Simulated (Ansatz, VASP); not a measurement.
SnSe in VASP and in Ansatz

Contents of INCAR:

```
SYSTEM = SnSe
PREC     = Accurate       ! precision mode
ENCUT    = 520            ! plane-wave cutoff, eV
EDIFF    = 1E-6           ! SCF threshold, eV
ISMEAR   = 0              ! smearing method
SIGMA    = 0.05           ! smearing width, eV
LREAL    = .FALSE.        ! projectors in reciprocal space
LASPH    = .TRUE.         ! aspherical terms in the spheres
NELM     = 60             ! most SCF steps
ALGO     = Normal         ! electronic algorithm
ISIF     = 2              ! what is computed and relaxed
LWAVE    = .FALSE.        ! write WAVECAR
LCHARG   = .FALSE.        ! write CHGCAR
NBANDS   = 28             ! bands
```

File KPOINTS:

```
regular mesh
0
G
  6 6 4
  0 0 0
```

File POSCAR:

```
SnSe
1.0
    4.2853274191      0.0000000000      0.0000000000
    0.0000000000      4.2853274191      0.0000000000
    0.0000000000      0.0000000000     10.9906921300
Sn Se
2 2
Direct
    0.5000000000      0.0000000000      0.3546308219
    0.0000000000      0.5000000000      0.6453691781
    0.5000000000      0.0000000000      0.5978422739
    0.0000000000      0.5000000000      0.4021577261
```

Input for Ansatz:

```yaml
crystal:
  lattice:
    - [4.2853274191, 0.0, 0.0]
    - [0.0, 4.2853274191, 0.0]
    - [0.0, 0.0, 10.99069213]
  atoms:
    - { symbol: Sn, position: [0.5, 0.0, 0.3546308219] }
    - { symbol: Sn, position: [0.0, 0.5, 0.6453691781] }
    - { symbol: Se, position: [0.5, 0.0, 0.5978422739] }
    - { symbol: Se, position: [0.0, 0.5, 0.4021577261] }
basis:
  ecutwfc: 420
kpoints:
  mp_grid: { grid: [6, 6, 4] }
hamiltonian:
  xc: lda
scf:
  occupations: { method: gaussian, width: 0.05 }
output:
  forces: true
  stress: true
  eigenvalues: true
```

Change from the starting cell: mode 8 (56.1 1/cm) frozen in, largest displacement -0.200 Å.

Alike in both runs: task single point; functional LDA; k mesh 6 × 6 × 4; occupations gaussian, width 0.05 eV; no spin polarisation.

```csv
,VASP,Ansatz
version,VASP 6.6.1,Ansatz 0.2.0
potentials or method,"VASP PAW LDA potentials, release 64 (Sn_d, Se), cutoff 520 eV","scalar-relativistic, plane waves, PAW"
valence electrons in the cell,40,60
```

```tsv
	VASP	Ansatz	Ansatz less VASP
gap on the k mesh at the Fermi level (eV)	1.28	1.29	+0.011
least direct gap on the mesh (eV)	1.35	1.36	+0.005
rms of the force components (eV/Å)	0.209	0.218	+0.0088
```

LDA's correlation is that of Perdew and Zunger in VASP and of Perdew and Wang (1992) in Ansatz. Atom by atom the forces differ by 0.012 eV/Å (rms over components). VASP's potentials hold 40 valence electrons a cell and Ansatz's 60, so a difference there can come from the potentials and not from the codes.
